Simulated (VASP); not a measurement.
Crystal: Pb.

```
CELL_PARAMETERS angstrom
0.00000 2.47502 2.47502
2.47502 0.00000 2.47502
2.47502 2.47502 0.00000
ATOMIC_POSITIONS crystal
Pb 0.00000 0.00000 0.00000
```

- Program: VASP 6.6.1
- Task: relaxation of cell and atoms
- Functional: RPBE
- Dispersion: D3(BJ)
- Potentials or basis: VASP PAW PBE potentials, release 64 (Pb_d)
- Cutoff: 600 eV
- k mesh: 9 × 9 × 9
- Occupations: fermi-dirac, width 0.05 eV
- Spin: no spin polarisation

At the start: pressure -16.8 GPa; volume 30.32 Å³/atom.

**Question.** How do energy, volume and symmetry change on relaxing?

**Answer.** Over 7 steps the energy falls by 517.3 meV/atom and the volume is 22.90 Å³/atom (-24.5 %); space group Fm-3m (No. 225, to 0.05 Å).

Step by step:
```csv
step,energy change (eV),largest force (eV/Å),pressure (GPa),volume (Å³)
1,0.0000,0.0000,-16.78,30.32
2,-0.0053,0.0000,44.86,18.41
3,-0.5160,0.0000,-1.43,23.18
4,-0.5172,0.0000,-0.43,22.98
5,-0.5172,0.0000,0.28,22.85
6,-0.5172,0.0000,-0.37,22.97
7,-0.5173,0.0000,0.01,22.90
```

Final structure:
```cif
data_structure
_symmetry_space_group_name_H-M 'P 1'
_symmetry_Int_Tables_number 1
_cell_length_a 3.1875
_cell_length_b 3.1875
_cell_length_c 3.1875
_cell_angle_alpha 60.000
_cell_angle_beta 60.000
_cell_angle_gamma 60.000
_cell_volume 22.90
loop_
_atom_site_label
_atom_site_type_symbol
_atom_site_fract_x
_atom_site_fract_y
_atom_site_fract_z
_atom_site_occupancy
Pb1 Pb 0.00000 0.00000 0.00000 1
```

The cell as given is a measured one (30.32 Å³/atom); RPBE+D3(BJ) puts the equilibrium volume -24.5 % from it, thermal expansion not counted.

Caveat: the volume moved by over 15 % at a fixed basis, so the end points are rough; the PAW data sets were made with another functional, which shifts forces and pressure a little; the volume moved by -24 % from the deposited cell, more than functionals usually miss; pairwise dispersion overbinds metals, which lowers pressure and volume.
